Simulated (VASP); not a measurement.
Cs, 1 atom in the cell. It takes space group I4/mmm (No. 139, tetragonal). Conventional cell: a = 6.045 Å, b = 6.045 Å, c = 6.166 Å, α = 90.00°, β = 90.00°, γ = 90.00°.  This cell differs from its parent crystal: strain +0.0200 x Voigt [0, 1, 0, 0, 0, 0].

```yaml
Program: VASP 6.6.1
Task: single point
Functional: PBEsol
Potentials_or_basis: VASP PAW PBE potentials, release 64 (Cs_sv)
Cutoff: 520 eV
k_mesh: 12 × 12 × 12
Occupations: gaussian, width 0.15 eV
Spin: no spin polarisation
Dipole_correction: no
Further_INCAR_settings: ALGO = Fast; EDIFF = 1e-06; NBANDS = 10
```

Potentials or basis: VASP PAW PBE potentials, release 64 (Cs_sv).

The run is started by

```sh
$ cat potpaw_PBE.64/Cs_sv/POTCAR > POTCAR
$ mpirun -np 1 vasp_std > vasp.out
```

Hardware: 1 thread of AMD EPYC 9R14 (Zen 4), with other jobs on the host.

Problem. Estimate the wall time of this run.

Solution. Run time: 99 s on 1 thread of AMD EPYC 9R14 (Zen 4), with other jobs on the host, peak memory 0.32 GiB. Counts: scf iterations 10, k points 163.
